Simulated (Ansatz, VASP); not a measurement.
**CO2 in VASP and in Ansatz**

```
CELL_PARAMETERS angstrom
-1.98781 1.98781 3.03402
1.98781 -1.98781 3.03402
1.98781 1.98781 -3.03402
ATOMIC_POSITIONS crystal
C 0.75000 0.25000 0.50000
C 0.00000 0.00000 0.00000
O 0.70980 0.12500 0.08480
O 0.04020 0.62500 0.91520
O 0.37500 0.29020 0.41520
O 0.87500 0.95980 0.58480
```

Alike in both runs: task single point; functional PBEsol; k mesh 7 × 7 × 7; no spin polarisation.

|  | VASP | Ansatz |
| --- | --- | --- |
| version | VASP 6.6.1 | Ansatz 0.2.0 |
| potentials or method | VASP PAW PBE potentials, release 64 (C, O), cutoff 520 eV | plane waves, PAW |
| occupations | methfessel-paxton of order 1, width 0.02 eV | cold, width 0.02 eV |
| valence electrons in the cell | 32 | 32 |

```csv
,VASP,Ansatz,Ansatz less VASP
pressure (GPa),-9.7,-11.3,-1.58
"traceless stress, the component that is largest in VASP (GPa)",-0.89,-0.74,+0.145
```

VASP's potentials were made for PBE, not for PBEsol. Ansatz's warnings: stress scf threshold loose.
